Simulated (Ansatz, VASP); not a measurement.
# NaCl: VASP beside Ansatz

INCAR

```
ALGO     = Normal         # electronic algorithm
EDIFF    = 1E-7           # SCF threshold, eV
ENCUT    = 520            # plane-wave cutoff, eV
GGA      = PE             # functional
ISIF     = 2              # what is computed and relaxed
ISMEAR   = 0              # smearing method
LASPH    = T              # aspherical terms in the spheres
LCHARG   = F              # write CHGCAR
LREAL    = F              # projectors in reciprocal space
LWAVE    = F              # write WAVECAR
NBANDS   = 14             # bands
NELM     = 60             # most SCF steps
PREC     = Accurate       # precision mode
SIGMA    = 0.01           # smearing width, eV
```

Contents of KPOINTS:

```
k-points
0
Gamma
  6 6 6
```

File POSCAR:

```
NaCl
1.0
    0.0000000000      3.0872727775      3.0872727775
    3.0872727775      0.0000000000      3.0872727775
    3.0872727775      3.0872727775      0.0000000000
Na Cl
1 1
Direct
    0.0000000000      0.0000000000      0.0000000000
    0.2500000000      0.2500000000      0.2500000000
```

Input for Ansatz:

```yaml
crystal:
  lattice:
    - [0.0, 3.0872727775, 3.0872727775]
    - [3.0872727775, 0.0, 3.0872727775]
    - [3.0872727775, 3.0872727775, 0.0]
  atoms:
    - { symbol: Na, position: [0.0, 0.0, 0.0] }
    - { symbol: Cl, position: [0.25, 0.25, 0.25] }
kpoints:
  mp_grid: { grid: [6, 6, 6] }
hamiltonian:
  xc: pbe
scf:
  occupations: { method: fixed }
output:
  optics:
    e_range: [0, 20]
    de: 0.05
    sigma: 0.1
    bands: { spectra_wanted_up_to: 20 }
```

Alike in both runs: task single point; functional PBE; k mesh 6 × 6 × 6; no spin polarisation.

```csv
,VASP,Ansatz
version,VASP 6.6.1,Ansatz 0.2.0
potentials or method,"VASP PAW PBE potentials, release 64 (Na_pv, Cl)","plane waves, PAW"
plane-wave cutoff (eV),520,420
occupations,"gaussian, width 0.01 eV",fixed
valence electrons in the cell,14,16
```

|  | VASP | Ansatz | Ansatz less VASP |
| --- | --- | --- | --- |
| gap on the k mesh at the Fermi level (eV) | 4.94 | 4.94 | +0.001 |

VASP's potentials hold 14 valence electrons a cell and Ansatz's 16, so a difference there can come from the potentials and not from the codes.
